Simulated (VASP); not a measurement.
A run of VASP 6.6.1 is set up as follows.

INCAR

```
SYSTEM = Li2H
PREC = Accurate
ENCUT = 520
EDIFF = 1E-7
ISMEAR = 0
SIGMA = 0.1
LREAL = .FALSE.
LASPH = .TRUE.
NELM = 100
ALGO = Normal
ISIF = 2
LWAVE = .FALSE.
LCHARG = .FALSE.
GGA = PE
NBANDS = 10
```

File KPOINTS:

```
regular mesh
0
G
  6 6 4
  0 0 0
```

File POSCAR:

```
Li2H
1.0
    2.5620425395      0.0000000000      0.0000000000
    0.0000000000      2.5620425395      0.0000000000
    0.0000000000      0.0000000000      5.1519287765
Li H
2 1
Direct
    0.5000000000      0.5000000000      0.2621152238
    0.5000000000      0.5000000000      0.7378847762
    0.0000000000      0.0000000000      0.5000000000
```

Potentials or basis: VASP PAW PBE potentials, release 64 (Li_sv, H).

Run with:

```bash
$ cat potpaw_PBE.64/Li_sv/POTCAR potpaw_PBE.64/H/POTCAR > POTCAR
$ mpirun -np 1 vasp_std > vasp.out
```

**Question.** Estimate the largest force.

**Answer.** 0.012 eV/Å.

Forces in eV/Å, atoms in the order of the input:
```
Li   0.000  0.000  0.012
Li   0.000  0.000 -0.012
H    0.000  0.000  0.000
```

Caveat: the k points lie up to 0.41 Å⁻¹ apart.
